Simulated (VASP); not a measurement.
# Ir in VASP: a series of runs, part 2 of 2

VASP 6.6.1.

### 3 Single point, PBEsol (equal xx and yy strain of -2 %)

INCAR reads:

```
ALGO = Normal
EDIFF = 1E-6
ENCUT = 520
GGA = PS
ISIF = 2
ISMEAR = -1
LASPH = T
LCHARG = F
LREAL = F
LWAVE = F
NBANDS = 10
NELM = 100
PREC = Accurate
SIGMA = 0.05
```

KPOINTS reads:

```
k-points
0
Gamma
  18 18 18
```

POSCAR reads:

```
Ir
1.0
    0.0000000000      1.8813060000      1.9197000000
    1.8813060000      0.0000000000      1.9197000000
    1.8813060000      1.8813060000      0.0000000000
Ir
1
Direct
    0.0000000000      0.0000000000      0.0000000000
```

Potentials or basis: VASP PAW PBE potentials, release 64 (Ir).

The run is started by

```bash
$ cat potpaw_PBE.64/Ir/POTCAR > POTCAR
$ mpirun -np 1 vasp_std > vasp.out
```

Run time: 57 s. Hardware: 1 thread of Intel Xeon 6975P-C, shared host; peak memory 0.19 GiB.

It converged, with:

- Free energy: -9.7968 eV
- Pressure: 15.4 GPa

Stress tensor (GPa, compression positive):
```
18.41  0.00  0.00
 0.00 18.41  0.00
 0.00  0.00  9.42
```

Levels at points of the mesh, in eV from the Fermi level:
| k point | band 1 | band 2 | band 3 | band 4 | band 5 | band 6 | band 7 | band 8 |
| --- | --- | --- | --- | --- | --- | --- | --- | --- |
| (0.00, 0.00, 0.00) | -11.67 | -4.37 | -4.09 | -4.09 | -1.49 | -1.11 | 14.20 | 19.56 |
| (0.50, 0.00, 0.00) | -8.62 | -4.45 | -4.15 | -0.96 | 0.86 | 1.02 | 7.62 | 13.72 |
| (0.50, 0.50, 0.00) | -8.48 | -7.85 | 0.95 | 1.32 | 1.54 | 1.54 | 10.62 | 12.07 |
| (0.50, 0.00, 0.50) | -8.45 | -7.87 | 0.90 | 1.42 | 1.71 | 1.76 | 11.19 | 11.57 |

Caveat: the cell differs from its parent crystal (equal xx and yy strain of -2 %); the PAW data sets were made with another functional, which shifts forces and pressure a little; spin-orbit coupling is left out, which moves the levels of the heavy elements.

### 4 Single point, PBEsol (zz strain of -2 %)

INCAR reads:

```
  ALGO = Normal
  EDIFF = 1E-7
  ENCUT = 520
  GGA = PS
  ISIF = 2
  ISMEAR = -1
  LASPH = True
  LCHARG = False
  LREAL = False
  LWAVE = False
  NBANDS = 10
  NELM = 80
  PREC = Accurate
  SIGMA = 0.05
```

KPOINTS is that of step 3.

POSCAR reads:

```
Ir
1.0
    0.0000000000      1.9197000000      1.8813060000
    1.9197000000      0.0000000000      1.8813060000
    1.9197000000      1.9197000000      0.0000000000
Ir
1
Direct
    0.0000000000      0.0000000000      0.0000000000
```

The run is started by

```bash
$ cat potpaw_PBE.64/Ir/POTCAR > POTCAR
$ mpirun -np 1 vasp_std > vasp.out
```

It used 38 s of CPU time on 1 thread of Intel Xeon 6975P-C (shared host).

Results (log left out):

```yaml
Free_energy: -9.8158 eV
Pressure: 6.5 GPa
```

Stress tensor (GPa, compression positive):
```
 3.70  0.00  0.00
 0.00  3.70  0.00
 0.00  0.00 11.95
```

Levels at points of the mesh, in eV from the Fermi level:
```
           k point  band 2  band 3  band 4  band 5  band 6  band 7
(0.00, 0.00, 0.00)   -4.15   -4.15   -3.88   -1.44   -1.08   14.25
(0.50, 0.00, 0.00)   -4.31   -4.02   -0.91    0.83    0.98    7.41
(0.50, 0.50, 0.00)   -7.64    0.87    1.52    1.52    1.90   11.08
(0.50, 0.00, 0.50)   -7.61    0.89    1.36    1.47    1.63   10.52
```

Caveat: the cell differs from its parent crystal (zz strain of -2 %); the PAW data sets were made with another functional, which shifts forces and pressure a little; spin-orbit coupling is left out, which moves the levels of the heavy elements.

### 5 Single point, PBEsol (zz strain of +1 %)

INCAR reads:

```
ALGO     = Normal         # electronic algorithm
EDIFF    = 1E-6           # SCF threshold, eV
ENCUT    = 520            # plane-wave cutoff, eV
GGA      = PS             # functional
ISIF     = 2              # what is computed and relaxed
ISMEAR   = -1             # smearing method
LASPH    = T              # aspherical terms in the spheres
LCHARG   = F              # write CHGCAR
LREAL    = F              # projectors in reciprocal space
LWAVE    = F              # write WAVECAR
NBANDS   = 10             # bands
NELM     = 100            # most SCF steps
PREC     = Accurate       # precision mode
SIGMA    = 0.05           # smearing width, eV
```

KPOINTS is that of step 4.

POSCAR reads:

```
Ir
1.0
    0.0000000000      1.9197000000      1.9388970000
    1.9197000000      0.0000000000      1.9388970000
    1.9197000000      1.9197000000      0.0000000000
Ir
1
Direct
    0.0000000000      0.0000000000      0.0000000000
```

Potentials or basis: VASP PAW PBE potentials, release 64 (Ir).

The run is started by

```bash
$ cat potpaw_PBE.64/Ir/POTCAR > POTCAR
$ mpirun -np 1 vasp_std > vasp.out
```

OUTCAR:

```text
EDIFF = 1E-6
   ENCUT = 520
   GGA = PS
   ISIF = 2
   ISMEAR = -1
   LASPH = T
   LREAL = F
   NELM = 100
   PREC = Accurate

 ion  position               nearest neighbor table
   1  0.000  0.000  0.000-

  LATTYP: Found a body centered tetragonal cell.
 ALAT       =     2.7148657757
 C/A-ratio  =     1.4283556980

  Lattice vectors:

 A1 = (  -1.9197000000,   0.0000000000,   1.9388970000)
 A2 = (   1.9197000000,   0.0000000000,   1.9388970000)
[... 490 lines left out ...]
     10      33.3101      0.00000

 [... further k-points ...]

------------------------ aborting loop because EDIFF is reached ----------------------------------------

  FORCE on cell =-STRESS in cart. coord.  units (eV):
  Direction    XX          YY          ZZ          XY          YZ          ZX
  --------------------------------------------------------------------------------------
  -------------------------------------------------------------------------------------
  Total       -0.3690596     -0.3690596     -0.7105983      0.0000000      0.0000000     -0.0000000
  in kB      -41.3766786    -41.3766786    -79.6678876      0.0000000      0.0000000     -0.0000000
  external PRESSURE =     -54.1404150 kB  Pullay stress =       0.0000000 kB

 VOLUME and BASIS-vectors are now :
 -----------------------------------------------------------------------------
  energy-cutoff  :      520.00
  volume of cell :       14.29
      direct lattice vectors                 reciprocal lattice vectors
     0.000000000  1.919700000  1.938897000    -0.260457363  0.260457363  0.257878577
     1.919700000  0.000000000  1.938897000     0.260457363 -0.260457363  0.257878577
     1.919700000  1.919700000  0.000000000     0.260457363  0.260457363 -0.257878577

 POSITION                                       TOTAL-FORCE (eV/Angst)
 -----------------------------------------------------------------------------------
      0.00000      0.00000      0.00000         0.000000      0.000000      0.000000
 -----------------------------------------------------------------------------------
    total drift:                                0.000000     -0.000000     -0.000000

  FREE ENERGIE OF THE ION-ELECTRON SYSTEM (eV)
  ---------------------------------------------------
  free  energy   TOTEN  =        -9.8204135432 eV

  energy  without entropy=       -9.8120693281  energy(sigma->0) =       -9.81624144
```

It used 36 s of CPU time on 1 thread of Intel Xeon 6975P-C, on a shared host.

Results:

- Free energy: -9.8204 eV
- Pressure: -5.4 GPa

Stress tensor (GPa, compression positive):
```
-4.14  0.00  0.00
 0.00 -4.14  0.00
 0.00  0.00 -7.97
```

Levels at points of the mesh, in eV from the Fermi level:
| k point | band 1 | band 2 | band 3 | band 4 | band 5 | band 6 | band 7 | band 8 | band 9 |
| --- | --- | --- | --- | --- | --- | --- | --- | --- | --- |
| (0.00, 0.00, 0.00) | -11.11 | -3.96 | -3.83 | -3.83 | -1.29 | -1.12 | 14.31 | 19.61 | 19.93 |
| (0.50, 0.00, 0.00) | -8.07 | -4.04 | -3.90 | -0.82 | 0.82 | 0.89 | 7.09 | 13.83 | 19.56 |
| (0.50, 0.50, 0.00) | -7.87 | -7.28 | 0.85 | 1.41 | 1.41 | 1.48 | 10.11 | 11.71 | 11.71 |
| (0.50, 0.00, 0.50) | -7.85 | -7.29 | 0.83 | 1.36 | 1.49 | 1.69 | 10.38 | 11.47 | 11.58 |

Caveat: the cell differs from its parent crystal (zz strain of +1 %); the PAW data sets were made with another functional, which shifts forces and pressure a little; spin-orbit coupling is left out, which moves the levels of the heavy elements.

### 6 Summary

```csv
cell,gap on the mesh (eV),pressure (GPa)
"a = 2.768 Å, angles 60.0°, 1 atom",none,-20.8
"a = 2.688, b = 2.688, c = 2.661 Å, angles 60.3, 60.3, 59.3°, 1 atom",none,15.4
"a = 2.688, b = 2.688, c = 2.715 Å, angles 59.7, 59.7, 60.7°, 1 atom",none,6.5
"a = 2.728, b = 2.728, c = 2.715 Å, angles 60.2, 60.2, 59.7°, 1 atom",none,-5.4
```

Alike in all rows: task single point; level PBEsol; potentials or basis VASP PAW PBE potentials, release 64 (Ir); no spin polarisation; k mesh 18 × 18 × 18; cutoff (eV) 520; smearing fermi-dirac 0.05 eV.

Caveats: the PAW data sets were made with another functional, which shifts forces and pressure a little; spin-orbit coupling is left out, which moves the levels of the heavy elements.

Absolute energies hang on the potentials; compare differences alone.
